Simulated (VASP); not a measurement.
Set up this calculation in VASP 6.6.1, as the native input.

```yaml
Task: single point
Functional: PBE
Potentials_or_basis: VASP PAW PBE potentials, release 64 (Se)
Cutoff: 500 eV
k_mesh: 6 × 6 × 4
Occupations: gaussian, width 0.1 eV
Spin: no spin polarisation
Hubbard_terms: Se p U = 1.8 eV
Dipole_correction: no
Further_INCAR_settings: ALGO = Normal; EDIFF = 1e-06; NBANDS = 13
```

The structure of Se lies in POSCAR:

```
Se
1.0
    1.3942694300     -4.0390027650      0.0000000000
    1.3942694300      4.0390027650      0.0000000000
    0.0000000000      0.0000000000      4.6134314000
Se
2
Direct
    0.9356553200      0.0643446800      0.2500000000
    0.0643446800      0.9356553200      0.7500000000
```

One way to write it, as run:

INCAR

```
PREC     = Accurate       # precision mode
ENCUT    = 500            # plane-wave cutoff, eV
EDIFF    = 1E-6           # SCF threshold, eV
ISMEAR   = 0              # smearing method
SIGMA    = 0.1            # smearing width, eV
LREAL    = F              # projectors in reciprocal space
LASPH    = T              # aspherical terms in the spheres
NELM     = 200            # most SCF steps
ALGO     = Normal         # electronic algorithm
ISIF     = 2              # what is computed and relaxed
LWAVE    = F              # write WAVECAR
LCHARG   = F              # write CHGCAR
LDAU     = T              # DFT+U
LDAUTYPE = 2            
LDAUL    = 1              # shell
LDAUU    = 1.8            # U, eV
LDAUJ    = 0            
LDAUPRINT= 1            
GGA      = PE             # functional
NBANDS   = 13             # bands
GGA_COMPAT= F
```

KPOINTS

```
Automatic mesh
0
Gamma
  6 6 4
```

Potentials or basis: VASP PAW PBE potentials, release 64 (Se).

Command:

```bash
$ cat potpaw_PBE.64/Se/POTCAR > POTCAR
$ mpirun -np 1 vasp_std > vasp.out
```

Results of the run:

The pressure is 2.3 GPa. The largest force is 0.282 eV/Å. The band gap on the k mesh is zero (bands 6 and 7 overlap by 3.14 eV).

Caveat: the k points lie up to 0.40 Å⁻¹ apart, too coarse for converged energies and pressures of a metal; U without spin polarisation on a metal has little footing.

Wall time 18 s on 1 thread of AMD EPYC 9R14 (Zen 4), with other jobs on the host, peak memory 0.15 GiB.
